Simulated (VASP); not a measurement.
KBr:

```
CELL_PARAMETERS angstrom
0.00000 3.29250 3.29250
3.29250 0.00000 3.29250
3.29250 3.29250 0.00000
ATOMIC_POSITIONS crystal
K 0.00000 0.00000 0.00000
Br 0.50000 0.50000 0.50000
```

Base run:

```yaml
Program: VASP 6.6.1
Functional: PBE
Potentials_or_basis: VASP PAW PBE potentials, release 64 (K_sv, Br)
Cutoff: 520 eV
k_mesh: 6 × 6 × 6
Occupations: fermi-dirac, width 0.01 eV
Spin: no spin polarisation
```

Its results: band gap on the k mesh 4.45 eV; pressure 0.9 GPa.

Q: The run is repeated on the same cell with these changes: functional from PBE to LDA; potentials or basis from VASP PAW PBE potentials, release 64 (K_sv, Br) to VASP PAW LDA potentials, release 64 (K_sv, Br). What comes out?

A: Band gap on the k mesh 4.06 eV; pressure -1.5 GPa.

